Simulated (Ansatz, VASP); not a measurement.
**Te: VASP beside Ansatz**

```
Te
1.0
     4.64799    0.00000    0.00000
    -2.32400    4.02528    0.00000
     0.00000    0.00000    6.09172
Te
3
Cartesian
  -1.0765 4.0253 2.0306
  -0.6238 1.0804 4.0611
  1.7002 2.9449 0.0000
```

Alike in both runs: task single point; functional PBE; k mesh 8 × 8 × 5; occupations fermi-dirac, width 0.05 eV; no spin polarisation.

|  | VASP | Ansatz |
| --- | --- | --- |
| version | VASP 6.6.1 | Ansatz 0.2.0 |
| potentials or method | VASP PAW PBE potentials, release 64 (Te), cutoff 520 eV | plane waves (420 eV) with PAW, scalar-relativistic |
| valence electrons in the cell | 18 | 48 |

```tsv
	VASP	Ansatz	Ansatz less VASP
pressure (GPa)	-2.9	-2.9	+0.01
traceless stress, the component that is largest in VASP (GPa)	-0.73	-0.74	-0.002
```

With one functional, cell and mesh, what is left measures potentials, basis and numerics. VASP's potentials hold 18 valence electrons a cell and Ansatz's 48, so a difference there can come from the potentials and not from the codes.

Neither program's run includes spin-orbit coupling.
